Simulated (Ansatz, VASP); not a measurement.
# SrO in VASP and in Ansatz

```
CELL_PARAMETERS angstrom
0.00000 2.67259 2.56980
2.67259 0.00000 2.56980
2.67259 2.67259 0.00000
ATOMIC_POSITIONS crystal
Sr 0.00000 0.00000 0.00000
O 0.50000 0.50000 0.50000
```

Change from the starting cell: x and y stretched by +4 %, z held.

Alike in both runs: task single point; functional PBE; k mesh 8 × 8 × 8; occupations fermi-dirac, width 0.03 eV; no spin polarisation.

```csv
,VASP,Ansatz
version,VASP 6.6.1,Ansatz 0.2.0
potentials or method,"VASP PAW PBE potentials, release 64 (Sr_sv, O), cutoff 520 eV","all-electron LAPW, scalar-relativistic"
```

```csv
,VASP,Ansatz,Ansatz less VASP
gap on the k mesh at the Fermi level (eV),3.13,3.17,+0.042
pressure (GPa),-2.9,-3.3,-0.42
"traceless stress, the component that is largest in VASP (GPa)",2.55,2.40,-0.150
```

Ansatz ran all-electron here, and VASP with PAW potentials.
